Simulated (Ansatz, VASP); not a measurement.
## One calculation of ZrSnO4, two programs

```
Sn Zr O
1.0
     3.39931   -3.43317    0.00000
     3.39931    3.43317    0.00000
     0.00000    0.00000    3.21796
Sn Zr O
1 1 4
Direct
  0.50000 0.50000 0.50000
  0.00000 0.00000 0.00000
  0.19652 0.19652 0.50000
  0.80348 0.80348 0.50000
  0.69244 0.30756 0.00000
  0.30756 0.69244 0.00000
```

Alike in both runs: task single point; functional r2SCAN; k mesh 6 × 6 × 8; no spin polarisation.

|  | VASP | Ansatz |
| --- | --- | --- |
| version | VASP 6.6.1 | Ansatz 0.2.0 |
| potentials or method | VASP PAW PBE potentials, release 64 (Sn_d, Zr_sv, O) | plane waves, PAW |
| plane-wave cutoff (eV) | 520 | 500 |
| occupations | gaussian, width 0.01 eV | fixed |
| valence electrons in the cell | 50 | 50 |

Ansatz gave:

* gap on the k mesh at the Fermi level (eV): 2.84
* pressure (GPa): 0.0
* traceless stress, the component that is largest in VASP (GPa): 0.01
* rms of the force components (eV/Å): 0.000

Which values does VASP return?

gap on the k mesh at the Fermi level (eV): 2.84; pressure (GPa): 0.7; traceless stress, the component that is largest in VASP (GPa): 0.24; rms of the force components (eV/Å): 0.023.

VASP's potentials were made for PBE, not for r2SCAN. Atom by atom the forces differ by 0.023 eV/Å (rms over components).
